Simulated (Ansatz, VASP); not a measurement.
ZnSe: VASP beside Ansatz

Contents of INCAR:

```
SYSTEM = ZnSe
  PREC = Accurate
  ENCUT = 520
  EDIFF = 1E-7
  ISMEAR = 0
  SIGMA = 0.05
  LREAL = .False.
  LASPH = .True.
  NELM = 100
  ALGO = Normal
  ISIF = 2
  LWAVE = .False.
  LCHARG = .True.
  LELF = .True.
  LVHAR = .True.
  NBANDS = 16
```

File KPOINTS:

```
regular mesh
0
Gamma
  8 8 8
  0 0 0
```

File POSCAR:

```
ZnSe
1.0
    0.0000000000      2.9367081925      2.7070603954
    2.7070603954      0.0000000000      2.7070603954
    2.7070603954      2.9367081925      0.0000000000
Zn Se
1 1
Direct
    0.0000000000      0.0000000000      0.0000000000
    0.7500000000      0.7500000000      0.7500000000
```

Input for Ansatz:

```yaml
crystal:
  lattice:
    - [0.0, 2.9367081925, 2.7070603954]
    - [2.7070603954, 0.0, 2.7070603954]
    - [2.7070603954, 2.9367081925, 0.0]
  atoms:
    - { symbol: Zn, position: [0.0, 0.0, 0.0] }
    - { symbol: Se, position: [0.75, 0.75, 0.75] }
basis:
  ecutwfc: 520.0
kpoints:
  mp_grid: { grid: [8, 8, 8] }
hamiltonian:
  xc: lda
  pseudopotentials: { kind: paw, azcp: { folder: soft_1 } }
scf:
  occupations: { method: gaussian, width: 0.05 }
output:
  forces: true
  stress: true
  eigenvalues: true
```

Change from the starting cell: strain +e along x and -e along y +0.0000, strain +e along z and -e/2 along x and y +0.0550.

Alike in both runs: task single point; functional LDA; k mesh 8 × 8 × 8; occupations gaussian, width 0.05 eV; no spin polarisation.

|  | VASP | Ansatz |
| --- | --- | --- |
| version | VASP 6.6.1 | Ansatz 0.2.0 |
| potentials or method | VASP PAW LDA potentials, release 64 (Zn, Se), cutoff 520 eV | scalar-relativistic, plane waves, PAW |
| valence electrons in the cell | 18 | 28 |

```tsv
	VASP	Ansatz	Ansatz less VASP
gap on the k mesh at the Fermi level (eV)	1.15	1.11	-0.043
least direct gap on the mesh (eV)	1.15	1.11	-0.043
pressure (GPa)	0.4	0.0	-0.39
traceless stress, the component that is largest in VASP (GPa)	-2.42	-2.44	-0.020
```

Ansatz warns that its potentials were made for another functional, while VASP's fit it. LDA's correlation is that of Perdew and Zunger in VASP and of Perdew and Wang (1992) in Ansatz. VASP's potentials hold 18 valence electrons a cell and Ansatz's 28, so a difference there can come from the potentials and not from the codes.
